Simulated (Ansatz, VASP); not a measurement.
**Two plane-wave programs on O**

```
O
1.0
    -0.10905    2.04065    3.30270
     1.41145   -0.09646    3.31528
     1.43620    2.07798   -0.07172
O
2
Direct
  0.08710 0.08710 0.91290
  0.91290 0.91290 0.08710
```

Change from the starting cell: equal xy, yz and zx shear strains of -4 %, PAW files.

Alike in both runs: task electric field gradients; functional PBE; k mesh 12 × 12 × 12; occupations fermi-dirac, width 0.01 eV; no spin polarisation.

|  | VASP | Ansatz |
| --- | --- | --- |
| version | VASP 6.6.1 | Ansatz 0.2.0 |
| potentials or method | VASP PAW PBE potentials, release 64 (O) | PAW with Ansatz's default frozen-core files, scalar-relativistic |
| plane-wave cutoff (eV) | 520 | 420 |
| valence electrons in the cell | 12 | 12 |

Ansatz gave:

| Quantity | Value |
| --- | --- |
| pressure (GPa) | 13.0 |
| traceless stress, the component that is largest in VASP (GPa) | 31.79 |
| rms of the force components (eV/Å) | 2.167 |
| size of Vzz on the site where it differs most (V/Å²) | 112.8 |

Task: What did VASP give for the same quantities?

Result: Pressure (GPa): 18.3; traceless stress, the component that is largest in VASP (GPa): 43.24; rms of the force components (eV/Å): 3.292; size of Vzz on the site where it differs most (V/Å²): 113.6.

Atom by atom the forces differ by 1.128 eV/Å (rms over components). With one functional, cell and mesh, what is left measures potentials, basis and numerics.

Noted on VASP's run: the standard files for N, O and F lose accuracy on very short bonds; spin is off for a triplet molecule.
